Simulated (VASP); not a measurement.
Write the native input for VASP 6.6.1 that does the following.

```
Task                   : single point
Functional             : PBE
Potentials or basis    : VASP PAW PBE potentials, release 64 (Li_sv, Be)
Cutoff                 : 520 eV
k mesh                 : 6 × 6 × 6
Occupations            : gaussian, width 0.1 eV
Spin                   : no spin polarisation
Dipole correction      : no
Further INCAR settings : ALGO = Fast; EDIFF = 1e-06; NBANDS = 19
```

The structure of LiBe3 lies in POSCAR:

```
LiBe3
1.0
    4.6686364279      0.0000000000      0.0000000000
   -2.3343182140      4.0431577476      0.0000000000
    0.0000000000      0.0000000000      3.7473010682
Li Be
2 6
Direct
    0.3333333333      0.6666666667      0.2500000000
    0.6666666667      0.3333333333      0.7500000000
    0.8330000000      0.6660000000      0.2500000000
    0.1670000000      0.8330000000      0.7500000000
    0.3340000000      0.1670000000      0.2500000000
    0.1670000000      0.3340000000      0.7500000000
    0.8330000000      0.1670000000      0.2500000000
    0.6660000000      0.8330000000      0.7500000000
```

One way to write it, as run:

INCAR

```
PREC = Accurate
ENCUT = 520
EDIFF = 1E-6
ISMEAR = 0
SIGMA = 0.1
LREAL = F
LASPH = T
NELM = 100
ALGO = Fast
ISIF = 2
LWAVE = F
LCHARG = F
GGA = PE
NBANDS = 19
```

KPOINTS

```
Automatic mesh
0
Gamma
  6 6 6
```

Potentials or basis: VASP PAW PBE potentials, release 64 (Li_sv, Be).

The run is started by

```console
$ cat potpaw_PBE.64/Li_sv/POTCAR potpaw_PBE.64/Be/POTCAR > POTCAR
$ mpirun -np 1 vasp_std > vasp.out
```

Results of the run:

The largest force is 0.503 eV/Å and the band gap on the k mesh is zero (band 9 reaches 6.58 eV, above the bottom of band 10 at 3.10 eV).

Run time: 62 s on 1 thread of Intel(R) Xeon(R) Platinum 8259CL CPU @ 2.50GHz (Skylake/Cascade Lake) (shared host), peak memory 0.18 GiB.
